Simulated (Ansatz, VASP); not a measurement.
**Ru in VASP and in Ansatz**

The input INCAR:

```
ALGO = Normal ; EDIFF = 1E-6
ENCUT = 500 ; GGA = PE
GGA_COMPAT = False ; ISIF = 2
ISMEAR = 0 ; LASPH = True
LCHARG = False ; LREAL = False
LWAVE = False ; NBANDS = 21
NELM = 120 ; PREC = Accurate
SIGMA = 0.15
```

The input KPOINTS:

```
k-points
0
Gamma
  24 24 12
```

POSCAR

```
Ru
1.0
    2.6652123442      0.0000000000      0.0000000000
   -1.3326061721      2.3081415966      0.0000000000
    0.0000000000      0.0000000000      4.3461285000
Ru
2
Direct
    0.3333333333      0.6666666667      0.2500000000
    0.6666666667      0.3333333333      0.7500000000
```

Input for Ansatz:

```yaml
crystal:
  lattice:
    - [2.6652123442, 0.0, 0.0]
    - [-1.3326061721, 2.3081415966, 0.0]
    - [0.0, 0.0, 4.3461285]
  atoms:
    - { symbol: Ru, position: [0.3333333333, 0.6666666667, 0.25] }
    - { symbol: Ru, position: [0.6666666667, 0.3333333333, 0.75] }
basis:
  ecutwfc: 420
kpoints:
  mp_grid: { grid: [24, 24, 12] }
hamiltonian:
  xc: pbe
scf:
  occupations: { method: gaussian, width: 0.15 }
output:
  forces: true
  stress: true
  eigenvalues: true
```

Change from the starting cell: strain -0.015 along x and y, +0.015 along z, atoms carried along.

Alike in both runs: task single point; functional PBE; k mesh 24 × 24 × 12; occupations gaussian, width 0.15 eV; no spin polarisation.

```csv
,VASP,Ansatz
version,VASP 6.6.1,Ansatz 0.2.0
potentials or method,"VASP PAW PBE potentials, release 64 (Ru_pv), cutoff 500 eV","scalar-relativistic, plane waves, PAW"
valence electrons in the cell,28,32
```

```tsv
	VASP	Ansatz	Ansatz less VASP
gap on the k mesh at the Fermi level (eV)	none	none	-
pressure (GPa)	9.8	9.9	+0.05
traceless stress, the component that is largest in VASP (GPa)	-10.54	-10.56	-0.021
```

A gap of «none» marks a metal or a gap that the smearing closes. VASP's potentials hold 28 valence electrons a cell and Ansatz's 32, so a difference there can come from the potentials and not from the codes.
